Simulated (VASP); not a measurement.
Set up this calculation in VASP 6.6.1, as the native input.

* Task: single point
* Functional: PBE
* Potentials or basis: VASP PAW PBE potentials, release 64 (Ti_sv, F, Tl_d)
* Cutoff: 520 eV
* k mesh: 4 × 4 × 4, shifted
* Occupations: fermi-dirac, width 0.1 eV
* Spin: no spin polarisation
* Hubbard terms: Ti d U = 3.38 eV
* Dipole correction: no
* k mesh for the DOS: 6 × 6 × 6
* Occupations for the DOS: tetrahedron
* Further INCAR settings: ALGO = Normal; EDIFF = 1e-07; NBANDS = 31; ISYM = 0

The system is TiTlF3.

```xyz
5
Lattice="4.4481 0.0000 0.0000 0.0000 4.4481 0.0000 0.0000 0.0000 4.4481" Properties=species:S:1:pos:R:3 pbc="T T T"
Ti    0.0000    0.0000    0.0000
F     2.2240    0.0000    0.0000
F     0.0000    2.2240    0.0000
F     0.0000    0.0000    2.2240
Tl    2.2240    2.2240    2.2240
```

These files were run (other wordings do the same):

POSCAR

```
TiTlF3
1.0
    4.4480855700      0.0000000000      0.0000000000
    0.0000000000      4.4480855700      0.0000000000
    0.0000000000      0.0000000000      4.4480855700
Ti F Tl
1 3 1
Direct
    0.0000000000      0.0000000000      0.0000000000
    0.5000000000      0.0000000000      0.0000000000
    0.0000000000      0.5000000000      0.0000000000
    0.0000000000      0.0000000000      0.5000000000
    0.5000000000      0.5000000000      0.5000000000
```

INCAR.step1

```
PREC     = Accurate       # precision mode
ENCUT    = 520            # plane-wave cutoff, eV
EDIFF    = 1E-7           # SCF threshold, eV
ISMEAR   = -1             # smearing method
SIGMA    = 0.1            # smearing width, eV
LREAL    = False          # projectors in reciprocal space
LASPH    = True           # aspherical terms in the spheres
NELM     = 150            # most SCF steps
ALGO     = Normal         # electronic algorithm
ISIF     = 2              # what is computed and relaxed
LWAVE    = False          # write WAVECAR
LCHARG   = True           # write CHGCAR
LMAXMIX  = 4              # l up to which the mixer works
LDAU     = True           # DFT+U
LDAUTYPE = 2            
LDAUL    = 2 -1 -1        # shell
LDAUU    = 3.38 0 0       # U, eV
LDAUJ    = 0 0 0        
LDAUPRINT= 1            
GGA      = PE             # functional
NBANDS   = 31             # bands
ISYM     = 0
```

KPOINTS.step1

```
Automatic mesh
0
Gamma
  4 4 4
  0.5 0.5 0.5
```

INCAR.step2

```
PREC     = Accurate       # precision mode
ENCUT    = 520            # plane-wave cutoff, eV
EDIFF    = 1E-7           # SCF threshold, eV
ISMEAR   = -5             # smearing method
SIGMA    = 0.1            # smearing width, eV
LREAL    = False          # projectors in reciprocal space
LASPH    = True           # aspherical terms in the spheres
NELM     = 150            # most SCF steps
ALGO     = Normal         # electronic algorithm
ISIF     = 2              # what is computed and relaxed
LWAVE    = False          # write WAVECAR
LCHARG   = False          # write CHGCAR
LMAXMIX  = 4              # l up to which the mixer works
LDAU     = True           # DFT+U
LDAUTYPE = 2            
LDAUL    = 2 -1 -1        # shell
LDAUU    = 3.38 0 0       # U, eV
LDAUJ    = 0 0 0        
LDAUPRINT= 1            
GGA      = PE             # functional
LORBIT   = 11             # projections on sites
NBANDS   = 31             # bands
NEDOS    = 1001           # points of the DOS
ICHARG   = 11             # starting density
ISYM     = 0
```

KPOINTS.step2

```
regular mesh
0
Gamma
  6 6 6
```

Potentials or basis: VASP PAW PBE potentials, release 64 (Ti_sv, F, Tl_d).

Launch:

```sh
$ cat potpaw_PBE.64/Ti_sv/POTCAR potpaw_PBE.64/F/POTCAR potpaw_PBE.64/Tl_d/POTCAR > POTCAR
$ cp INCAR.step1 INCAR
$ cp KPOINTS.step1 KPOINTS
$ mpirun -np 1 vasp_std > vasp.out
$ cp INCAR.step2 INCAR
$ cp KPOINTS.step2 KPOINTS
$ mpirun -np 1 vasp_std > vasp.out
```

Results of the run:

- Valence electrons inside the program's atomic spheres: Ti 9.89; F 6.06; Tl 11.10

Caveat: U without spin polarisation on a metal has little footing.

It took 5.2 min on 1 thread of AMD EPYC 9R14 (Zen 4) (shared host), peak memory 0.37 GiB.
